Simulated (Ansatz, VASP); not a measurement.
**WS2 in VASP and in Ansatz**

The input INCAR:

```
PREC     = Accurate       # precision mode
ENCUT    = 520            # plane-wave cutoff, eV
EDIFF    = 1E-7           # SCF threshold, eV
ISMEAR   = 0              # smearing method
SIGMA    = 0.05           # smearing width, eV
LREAL    = False          # projectors in reciprocal space
LASPH    = True           # aspherical terms in the spheres
NELM     = 100            # most SCF steps
ALGO     = Normal         # electronic algorithm
ISIF     = 2              # what is computed and relaxed
LWAVE    = False          # write WAVECAR
LCHARG   = True           # write CHGCAR
LDIPOL   = True         
IDIPOL   = 3            
DIPOL    = 0.5 0.5 0.390
GGA      = PE             # functional
IVDW     = 12             # dispersion correction
LELF     = True           # ELF
LVHAR    = True         
LVACPOTAV= True         
NBANDS   = 35             # bands
```

KPOINTS

```
regular mesh
0
Gamma
  9 9 1
```

Contents of POSCAR:

```
WS2
1.0
    3.1595456682      0.0000000000      0.0000000000
   -1.5797728341      2.7362468131      0.0000000000
    0.0000000000      0.0000000000     23.8042574330
S W
4 2
Direct
    0.3333333333      0.6666666667      0.1890418137
    0.3333333333      0.6666666667      0.3214605092
    0.6666666667      0.8333333333      0.4575706151
    0.6666666667      0.8333333333      0.5899893106
    0.6666666667      0.3333333333      0.2552511584
    0.3333333333      1.1666666667      0.5237799598
```

Input for Ansatz:

```yaml
crystal:
  lattice:
    - [3.1595456682, 0.0, 0.0]
    - [-1.5797728341, 2.7362468131, 0.0]
    - [0.0, 0.0, 23.804257433]
  atoms:
    - { symbol: S, position: [0.3333333333, 0.6666666667, 0.1890418137] }
    - { symbol: W, position: [0.6666666667, 0.3333333333, 0.2552511584] }
    - { symbol: S, position: [0.3333333333, 0.6666666667, 0.3214605092] }
    - { symbol: S, position: [0.6666666667, 0.8333333333, 0.4575706151] }
    - { symbol: W, position: [0.3333333333, 1.1666666667, 0.5237799598] }
    - { symbol: S, position: [0.6666666667, 0.8333333333, 0.5899893106] }
basis:
  ecutwfc: 420
kpoints:
  mp_grid: { grid: [9, 9, 1] }
hamiltonian:
  xc: pbe
  pseudopotentials: { kind: paw, azcp: { folder: soft_1 } }
  dispersion: d3bj
scf:
  occupations: { method: gaussian, width: 0.05 }
output:
  forces: true
  eigenvalues: true
efield:
  axis: 3
  dipole_correction: true
  ramp_width: 0.04
```

Alike in both runs: task single point; functional PBE; dispersion D3(BJ); k mesh 9 × 9 × 1; occupations gaussian, width 0.05 eV; no spin polarisation.

```csv
,VASP,Ansatz
version,VASP 6.6.1,Ansatz 0.2.0
potentials or method,"VASP PAW PBE potentials, release 64 (S, W_sv), cutoff 520 eV","scalar-relativistic, plane waves, PAW"
valence electrons in the cell,52,52
```

```tsv
	VASP	Ansatz	Ansatz less VASP
gap on the k mesh at the Fermi level (eV)	1.61	1.60	-0.010
least direct gap on the mesh (eV)	1.91	1.91	-0.003
rms of the force components (eV/Å)	0.031	0.032	+0.0006
```

Spin-orbit coupling is off throughout.
